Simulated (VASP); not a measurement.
# YAu (Pm-3m) in VASP: further runs

YAu is run at these levels: LDA; tasks: single point.

Program: VASP 6.6.1. These are calculated values, not measurements. Logs are shortened: lines on timing, memory, paths and dates and some standing lists are left out, and cuts for length are marked.

## 1. The cell of the first run

Symmetry: Pm-3m, No. 221, cubic system. Conventional cell: a = 3.559 Å, b = 3.559 Å, c = 3.559 Å, α = 90.00°, β = 90.00°, γ = 90.00°. Within 4.1 Å of Y (site symmetry m-3m) lie 8 Au at 3.08 Å and 6 Y at 3.56 Å. Au (site symmetry m-3m) has 8 Y at 3.08 Å and 6 Au at 3.56 Å within 4.1 Å.

## 2. Single point, LDA

Contents of INCAR:

```
PREC = Accurate
ENCUT = 520
EDIFF = 1E-6
ISMEAR = -1
SIGMA = 0.08
LREAL = False
LASPH = True
NELM = 100
ALGO = Normal
ISIF = 2
LWAVE = False
LCHARG = False
NBANDS = 18
```

Contents of KPOINTS:

```
regular mesh
0
Gamma
  9 9 9
```

Contents of POSCAR:

```
YAu
1.0
    3.5590000000      0.0000000000      0.0000000000
    0.0000000000      3.5590000000      0.0000000000
    0.0000000000      0.0000000000      3.5590000000
Y Au
1 1
Direct
    0.5000000000      0.5000000000      0.5000000000
    0.0000000000      0.0000000000      0.0000000000
```

Potentials or basis: VASP PAW LDA potentials, release 64 (Y_sv, Au).

Started as:

```console
> cat potpaw_LDA.64/Y_sv/POTCAR potpaw_LDA.64/Au/POTCAR > POTCAR
> mpirun -np 1 vasp_std > vasp.out
```

OUTCAR:

```text
PREC = Accurate
   ENCUT = 520
   EDIFF = 1E-6
   ISMEAR = -1
   LREAL = False
   LASPH = True
   NELM = 100
   ISIF = 2

 ion  position               nearest neighbor table
   1  0.500  0.500  0.500-   2 3.08   2 3.08   2 3.08   2 3.08   2 3.08   2 3.08   2 3.08   2 3.08

   2  0.000  0.000  0.000-   1 3.08   1 3.08   1 3.08   1 3.08   1 3.08   1 3.08   1 3.08   1 3.08

  LATTYP: Found a simple cubic cell.
 ALAT       =     3.5590000000

  Lattice vectors:

 A1 = (   3.5590000000,   0.0000000000,   0.0000000000)
 A2 = (   0.0000000000,   3.5590000000,   0.0000000000)
 A3 = (   0.0000000000,   0.0000000000,   3.5590000000)

Analysis of symmetry for initial positions (statically):
=====================================================================
 Subroutine PRICEL returns:
 Original cell was already a primitive cell.

 Routine SETGRP: Setting up the symmetry group for a
 simple cubic supercell.

 Subroutine GETGRP returns: Found 48 space group operations
 (whereof 48 operations were pure point group operations)
 out of a pool of 48 trial point group operations.

The static configuration has the point symmetry O_h .

Analysis of symmetry for dynamics (positions and initial velocities):
=====================================================================
 Subroutine PRICEL returns:
 Original cell was already a primitive cell.

 Routine SETGRP: Setting up the symmetry group for a
 simple cubic supercell.

 Subroutine GETGRP returns: Found 48 space group operations
 (whereof 48 operations were pure point group operations)
 out of a pool of 48 trial point group operations.

The dynamic configuration has the point symmetry O_h .

 Subroutine INISYM returns: Found 48 space group operations
 (whereof 48 operations are pure point group operations),
 and found     1 'primitive' translations

----------------------------------------------------------------------------------------

                                     Primitive cell

  volume of cell :      45.0800

  direct lattice vectors                    reciprocal lattice vectors
     3.559000000  0.000000000  0.000000000     0.280977803  0.000000000  0.000000000
     0.000000000  3.559000000  0.000000000     0.000000000  0.280977803  0.000000000
     0.000000000  0.000000000  3.559000000     0.000000000  0.000000000  0.280977803

  length of vectors
     3.559000000  3.559000000  3.559000000     0.280977803  0.280977803  0.280977803

  position of ions in fractional coordinates (direct lattice)
     0.500000000  0.500000000  0.500000000
     0.000000000  0.000000000  0.000000000

  ion indices of the primitive-cell ions
   primitive index   ion index
                 1           1
                 2           2

----------------------------------------------------------------------------------------

 KPOINTS: regular mesh

Automatic generation of k-mesh.
 Grid dimensions read from file:
 generate k-points for:    9    9    9

 Generating k-lattice:

  Cartesian coordinates                     Fractional coordinates (reciprocal lattice)
     0.031219756  0.000000000  0.000000000     0.111111111  0.000000000  0.000000000
     0.000000000  0.031219756  0.000000000     0.000000000  0.111111111  0.000000000
     0.000000000  0.000000000  0.031219756     0.000000000  0.000000000  0.111111111

  Length of vectors
     0.031219756  0.031219756  0.031219756

  Shift w.r.t. Gamma in fractional coordinates (k-lattice)
     0.000000000  0.000000000  0.000000000

 Subroutine IBZKPT returns following result:
 ===========================================

 Found     35 irreducible k-points:

 Following reciprocal coordinates:
            Coordinates               Weight
  0.000000  0.000000  0.000000      1.000000
  0.111111  0.000000  0.000000      6.000000
  0.222222  0.000000  0.000000      6.000000
  0.333333  0.000000  0.000000      6.000000
  0.444444  0.000000  0.000000      6.000000
  0.111111  0.111111  0.000000     12.000000
[... 16 lines left out ...]
  0.333333  0.333333  0.111111     24.000000
  0.444444  0.333333  0.111111     48.000000
 [... further k-points ...]
   k-points           NKPTS =     35   k-points in BZ     NKDIM =     35   number of bands    NBANDS=     18
   number of dos      NEDOS =    301   number of ions     NIONS =      2
   total plane-waves  NPLWV =  21952
   dimension x,y,z NGX =    28 NGY =   28 NGZ =   28
   dimension x,y,z NGXF=    56 NGYF=   56 NGZF=   56
   ions per type =               1   1
   NGX,Y,Z   is equivalent  to a cutoff of  13.08, 13.08, 13.08 a.u.
   NGXF,Y,Z  is equivalent  to a cutoff of  26.16, 26.16, 26.16 a.u.
 SYSTEM =  unknown system
   PREC   = accura    normal or accurate (medium, high low for compatibility)
   ISTART =      0    job   : 0-new  1-cont  2-samecut
   ICHARG =      2    charge: 1-file 2-atom 10-const
   ISPIN  =      1    spin polarized calculation?
   LNONCOLLINEAR =      F non collinear calculations
   LSORBIT =      F    spin-orbit coupling
   LASPH  =      T    aspherical Exc in radial PAW
   ENCUT  =  520.0 eV  38.22 Ry    6.18 a.u.   6.62  6.62  6.62*2*pi/ulx,y,z
   NELM   =    100;   NELMIN=  2; NELMDL= -5     # of ELM steps
   EDIFF  = 0.1E-05   stopping-criterion for ELM
   LREAL  =      F    real-space projection
   EDIFFG = 0.1E-04   stopping-criterion for IOM
   NSW    =      0    number of steps for IOM
   IBRION =     -1    ionic relax: 0-MD 1-quasi-New 2-CG
   NFREE  =      0    steps in history (QN), initial steepest desc. (CG)
   ISIF   =      2    stress and relaxation
   ISYM   =      2    0-nonsym 1-usesym 2-fastsym
   POTIM  = 0.5000    time-step for ionic-motion
   TEBEG  =    0.0;   TEEND  =   0.0 temperature during run
   PSTRESS=    0.0 pullay stress
   NELECT =      22.0000    total number of electrons
   NUPDOWN=      -1.0000    fix difference up-down
   EMIN   =  10.00;   EMAX   =-10.00  energy-range for DOS
   EFERMI =   0.00;   METHOD = LEGACY
   ISMEAR =    -1;   SIGMA  =   0.08  broadening in eV -4-tet -1-fermi 0-gaus
   EFERMI_NEDOS =   21; number of points for ismear=-14 and -15
   IALGO  =     38    algorithm
   IMIX   =      4    mixing-type and parameters
     AMIX     =   0.40;   BMIX     =  1.00
     AMIX_MAG =   1.60;   BMIX_MAG =  1.00
  volume/ion in A,a.u.               =      22.54       152.11
  Fermi-wavevector in a.u.,A,eV,Ry     =   1.288905  2.435678 22.603050  1.661277
  Thomas-Fermi vector in A             =   2.420831
   LORBIT       =      0    0 simple, 1 ext, 2 COOP (PROOUT), +10 PAW based schemes
   GGA     = CA    functional components
   LHFCALC =     F    Hartree Fock is set to
   AEXX    =    0.0000 exact exchange contribution
   IVDW    =     0    specifies the selected vdW correction
   LEPSILON=     F    determine dielectric tensor
   LRPA    =     F    only Hartree local field effects (RPA)
 non-spin polarized calculation
  energy-cutoff  :      520.00
  volume of cell :       45.08
 maximum number of plane-waves:      1236
 NGX is ok and might be reduce to    28
   NGX = 13   NGY = 13   NGZ = 13

 number of electron      22.0000002 magnetization

 Free energy of the ion-electron system (eV)
  ---------------------------------------------------
  ext. energy  EPLUGINS =         0.00000000
  ---------------------------------------------------
  free energy    TOTEN  =       -13.15471794 eV

  energy without entropy =      -13.12771399  energy(sigma->0) =      -13.14121596

 E-fermi :   6.1383     XC(G=0): -11.3294

 val. band max:        6.0612966393   @ k =   0.4444   0.3333   0.2222
 cond. band min:       6.1509866835   @ k =   0.4444   0.0000   0.0000
 fundamental gap:      0.0896900443
 Fermi energy:         6.1383140283

 k-point     1 :       0.0000    0.0000    0.0000
  band No.  band energies     occupation
      1     -36.5983      2.00000
      2     -16.5678      2.00000
      3     -16.5678      2.00000
      4     -16.5678      2.00000
      5      -1.4233      2.00000
      6       0.4774      2.00000
[... 10 lines left out ...]
     17      11.8703      0.00000
     18      11.8703      0.00000

 k-point     2 :       0.1111    0.0000    0.0000
  band No.  band energies     occupation
      1     -36.5952      2.00000
      2     -16.6132      2.00000
      3     -16.5651      2.00000
      4     -16.5651      2.00000
      5      -1.2184      2.00000
      6       0.5245      2.00000
[... 10 lines left out ...]
     17      12.9385      0.00000
     18      12.9385      0.00000

 k-point     3 :       0.2222    0.0000    0.0000
  band No.  band energies     occupation
      1     -36.5873      2.00000
      2     -16.7260      2.00000
      3     -16.5581      2.00000
      4     -16.5581      2.00000
      5      -0.6441      2.00000
      6       0.6495      2.00000
[... 10 lines left out ...]
     17      14.5847      0.00000
     18      14.5847      0.00000

 k-point     4 :       0.3333    0.0000    0.0000
  band No.  band energies     occupation
      1     -36.5783      2.00000
      2     -16.8509      2.00000
      3     -16.5501      2.00000
      4     -16.5501      2.00000
      5       0.1252      2.00000
      6       0.8038      2.00000
[... 10 lines left out ...]
     17      16.3825      0.00000
     18      16.3825      0.00000

 k-point     5 :       0.4444    0.0000    0.0000
  band No.  band energies     occupation
      1     -36.5725      2.00000
      2     -16.9306      2.00000
      3     -16.5449      2.00000
      4     -16.5449      2.00000
      5       0.6358      2.00000
      6       0.9129      2.00000
[... 10 lines left out ...]
     17      16.7464      0.00000
     18      17.2851      0.00000

 k-point     6 :       0.1111    0.1111    0.0000
  band No.  band energies     occupation
      1     -36.5921      2.00000
      2     -16.6151      2.00000
      3     -16.6044      2.00000
      4     -16.5621      2.00000
      5      -1.0241      2.00000
      6       0.5949      2.00000
[... 307 lines left out ...]
 k-point    21 :       0.3333    0.2222    0.1111
  band No.  band energies     occupation
      1     -36.5653      2.00000
      2     -16.8211      2.00000
      3     -16.6877      2.00000
      4     -16.5763      2.00000
      5       0.4853      2.00000
      6       1.0114      2.00000
[... 10 lines left out ...]
     17      13.3451      0.00000
     18      15.9238      0.00000

 k-point    22 :       0.4444    0.2222    0.1111
  band No.  band energies     occupation
      1     -36.5597      2.00000
      2     -16.8956      2.00000
      3     -16.6788      2.00000
      4     -16.5691      2.00000
      5       0.7035      2.00000
      6       0.9430      2.00000
[... 10 lines left out ...]
     17      13.9522      0.00000
     18      15.7637      0.00000

 k-point    23 :       0.3333    0.3333    0.1111
  band No.  band energies     occupation
      1     -36.5571      2.00000
      2     -16.8092      2.00000
      3     -16.7933      2.00000
      4     -16.5644      2.00000
      5       0.5389      2.00000
      6       0.8619      2.00000
[... 10 lines left out ...]
     17      12.7684      0.00000
     18      15.6306      0.00000

 k-point    24 :       0.4444    0.3333    0.1111
  band No.  band energies     occupation
      1     -36.5516      2.00000
      2     -16.8736      2.00000
      3     -16.7886      2.00000
      4     -16.5565      2.00000
      5       0.5661      2.00000
      6       0.7071      2.00000
[... 10 lines left out ...]
     17      12.8685      0.00000
     18      14.7375      0.00000

 [... further k-points ...]
[... 5 lines left out ...]
  --------------------------------------------------------------------------------------
  -------------------------------------------------------------------------------------
  Total       -0.9845282     -0.9845282     -0.9845282      0.0000000      0.0000000      0.0000000
  in kB      -34.9908718    -34.9908718    -34.9908718      0.0000000      0.0000000      0.0000000
  external PRESSURE =     -34.9908718 kB  Pullay stress =       0.0000000 kB

 VOLUME and BASIS-vectors are now :
 -----------------------------------------------------------------------------
  energy-cutoff  :      520.00
  volume of cell :       45.08
      direct lattice vectors                 reciprocal lattice vectors
     3.559000000  0.000000000  0.000000000     0.280977803  0.000000000  0.000000000
     0.000000000  3.559000000  0.000000000     0.000000000  0.280977803  0.000000000
     0.000000000  0.000000000  3.559000000     0.000000000  0.000000000  0.280977803

 POSITION                                       TOTAL-FORCE (eV/Angst)
 -----------------------------------------------------------------------------------
      1.77950      1.77950      1.77950         0.000000      0.000000      0.000000
      0.00000      0.00000      0.00000         0.000000      0.000000      0.000000
 -----------------------------------------------------------------------------------
    total drift:                                0.000000      0.000000      0.000000

  FREE ENERGIE OF THE ION-ELECTRON SYSTEM (eV)
  ---------------------------------------------------
  free  energy   TOTEN  =       -13.1547179373 eV

  energy  without entropy=      -13.1277139916  energy(sigma->0) =      -13.14121596
```

It took 23 s on 1 thread of AMD EPYC 7R43 (Zen 3), shared host; peak memory 0.14 GiB.

What came out:

```
Free energy            : -13.1547 eV
Pressure               : -3.5 GPa
Band gap on the k mesh : zero (bands 11 and 12 overlap by 2.44 eV)
```

Caveat: the cell stands under tension; spin-orbit coupling is left out, which moves the levels of the heavy elements.

(Part 1 of 2 ends here.)
